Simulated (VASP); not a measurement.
**Au: relaxation of shape and atoms at fixed volume with PBE**

Crystal: Au.

```
Au
1.0
     1.44690   -2.59583    0.00000
     1.44690    2.59583    0.00000
     0.00000    0.00000    4.94057
Au
2
Direct
  0.66395 0.33605 0.25000
  0.33605 0.66395 0.75000
```

- Program: VASP 6.6.1
- Task: relaxation of shape and atoms at fixed volume
- Functional: PBE
- Potentials or basis: VASP PAW PBE potentials, release 64 (Au)
- Cutoff: 600 eV
- k mesh: 16 × 16 × 10
- Occupations: gaussian, width 0.1 eV
- Spin: no spin polarisation
- Dipole correction: no
- Further INCAR settings: ALGO = Fast; EDIFF = 1e-07; IBRION = 2; EDIFFG = -0.01; NSW = 50; ISIF = 4

```json
{"Pressure after relaxing": "-3.8 GPa", "Band gap on the k mesh": "zero (bands 11 and 12 overlap by 6.18 eV)"}
```

Stress tensor (GPa, compression positive):
```
-3.91  0.00  0.00
 0.00 -3.85  0.00
 0.00  0.00 -3.75
```

Final structure:
```cif
data_structure
_symmetry_space_group_name_H-M 'P 1'
_symmetry_Int_Tables_number 1
_cell_length_a 2.9718
_cell_length_b 2.9718
_cell_length_c 4.9406
_cell_angle_alpha 90.000
_cell_angle_beta 90.000
_cell_angle_gamma 121.730
_cell_volume 37.11
loop_
_atom_site_label
_atom_site_type_symbol
_atom_site_fract_x
_atom_site_fract_y
_atom_site_fract_z
_atom_site_occupancy
Au1 Au 0.66395 0.33605 0.25000 1
Au2 Au 0.33605 0.66395 0.75000 1
```

Levels at points of the mesh, in eV from the Fermi level:
```tsv
k point	band 8	band 9	band 10	band 11	band 12	band 13	band 14	band 15
(0.00, 0.00, 0.00)	-3.37	-3.21	-2.10	-2.10	-0.72	2.30	14.51	15.66
(0.50, 0.00, 0.00)	-1.92	-1.82	-1.67	0.44	1.53	5.64	6.91	7.07
(0.50, 0.50, 0.00)	-1.89	-1.87	-1.71	0.26	1.14	5.40	6.52	6.93
(0.00, 0.00, 0.50)	-4.01	-2.56	-2.56	-2.44	-2.44	10.11	10.11	14.83
(0.50, 0.00, 0.50)	-2.29	-1.72	-1.72	0.77	0.77	3.67	3.67	12.90
(0.50, 0.50, 0.50)	-2.23	-1.78	-1.78	0.44	0.44	3.29	3.29	12.60
```

Run time: 2.4 min on 1 thread of AMD EPYC 9R45 96-Core Processor (Zen 5), on a shared host, peak memory 0.34 GiB.

Caveat: spin-orbit coupling is left out, which moves the levels of the heavy elements.
